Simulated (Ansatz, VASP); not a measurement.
**Two plane-wave programs on Ga2O3**

Contents of INCAR:

```
SYSTEM = Ga2O3
  PREC = Accurate
  ENCUT = 520
  EDIFF = 1E-6
  ISMEAR = 0
  SIGMA = 0.05
  LREAL = Auto
  LASPH = .TRUE.
  NELM = 100
  ALGO = Normal
  ISIF = 2
  LWAVE = .FALSE.
  LCHARG = .TRUE.
  GGA = PE
  LELF = .TRUE.
  LVHAR = .TRUE.
  NBANDS = 104
```

KPOINTS

```
Automatic mesh
0
G
  5 9 3
  0 0 0
```

Contents of POSCAR:

```
Ga2O3
1.0
    1.4027234631      0.0000000000     -5.7076941965
    0.0000000000      3.0835130475      0.0000000000
   11.7534993698      0.0000000000      2.8768319744
Ga O
8 12
Direct
   -0.1247666037      0.0000000000      0.8399134337
    0.6252333964      0.5000000000      0.3399134337
    0.3747666036      0.0000000000      0.6600865663
    0.1247666037      0.5000000000      0.1600865663
    0.1400524708      0.0000000000      0.4085007299
    0.3900524708      0.5000000000      0.9085007299
    0.6099475292      0.0000000000      0.0914992701
   -0.1400524707      0.5000000000      0.5914992701
   -0.4024618726      0.0000000000      0.9134883783
    0.3475381274      0.5000000000      0.4134883783
    0.6524618726      0.0000000000      0.5865116217
    0.4024618727      0.5000000000      0.0865116217
    0.1474912228      0.0000000000      0.9237013128
   -0.1025087772      0.5000000000      0.4237013128
    0.1025087772      0.0000000000      0.5762986872
    0.8525087772      0.5000000000      0.0762986872
    0.1163284238      0.0000000000      0.2460195696
    0.3663284238      0.5000000000      0.7460195696
    0.6336715762      0.0000000000      0.2539804304
   -0.1163284238      0.5000000000      0.7539804304
```

Input for Ansatz:

```yaml
crystal:
  lattice:
    - [1.4027234631, 0.0, -5.7076941965]
    - [0.0, 3.0835130475, 0.0]
    - [11.7534993698, 0.0, 2.8768319744]
  atoms:
    - { symbol: Ga, position: [-0.1247666037, 0.0, 0.8399134337] }
    - { symbol: Ga, position: [0.6252333964, 0.5, 0.3399134337] }
    - { symbol: Ga, position: [0.3747666036, 0.0, 0.6600865663] }
    - { symbol: Ga, position: [0.1247666037, 0.5, 0.1600865663] }
    - { symbol: Ga, position: [0.1400524708, 0.0, 0.4085007299] }
    - { symbol: Ga, position: [0.3900524708, 0.5, 0.9085007299] }
    - { symbol: Ga, position: [0.6099475292, 0.0, 0.0914992701] }
    - { symbol: Ga, position: [-0.1400524707, 0.5, 0.5914992701] }
    - { symbol: O, position: [-0.4024618726, 0.0, 0.9134883783] }
    - { symbol: O, position: [0.3475381274, 0.5, 0.4134883783] }
    - { symbol: O, position: [0.6524618726, 0.0, 0.5865116217] }
    - { symbol: O, position: [0.4024618727, 0.5, 0.0865116217] }
    - { symbol: O, position: [0.1474912228, 0.0, 0.9237013128] }
    - { symbol: O, position: [-0.1025087772, 0.5, 0.4237013128] }
    - { symbol: O, position: [0.1025087772, 0.0, 0.5762986872] }
    - { symbol: O, position: [0.8525087772, 0.5, 0.0762986872] }
    - { symbol: O, position: [0.1163284238, 0.0, 0.2460195696] }
    - { symbol: O, position: [0.3663284238, 0.5, 0.7460195696] }
    - { symbol: O, position: [0.6336715762, 0.0, 0.2539804304] }
    - { symbol: O, position: [-0.1163284238, 0.5, 0.7539804304] }
basis:
  ecutwfc: 420
kpoints:
  mp_grid: { grid: [5, 9, 3] }
hamiltonian:
  xc: pbe
scf:
  occupations: { method: gaussian, width: 0.05 }
output:
  forces: true
  stress: true
  eigenvalues: true
```

Alike in both runs: task single point; functional PBE; k mesh 5 × 9 × 3; occupations gaussian, width 0.05 eV; no spin polarisation.

```csv
,VASP,Ansatz
version,VASP 6.6.1,Ansatz 0.2.0
potentials or method,"VASP PAW PBE potentials, release 64 (Ga_d, O), cutoff 520 eV","scalar-relativistic, plane waves, PAW"
valence electrons in the cell,176,176
```

|  | VASP | Ansatz | Ansatz less VASP |
| --- | --- | --- | --- |
| gap on the k mesh at the Fermi level (eV) | 1.45 | 1.47 | +0.026 |
| least direct gap on the mesh (eV) | 1.58 | 1.60 | +0.025 |
| pressure (GPa) | 0.2 | -0.4 | -0.60 |
| traceless stress, the component that is largest in VASP (GPa) | 0.86 | 0.88 | +0.023 |
| rms of the force components (eV/Å) | 0.771 | 0.766 | -0.0047 |

Atom by atom the forces differ by 0.012 eV/Å (rms over components). The functional is the same, so the differences come from potentials, cutoffs and numerics.
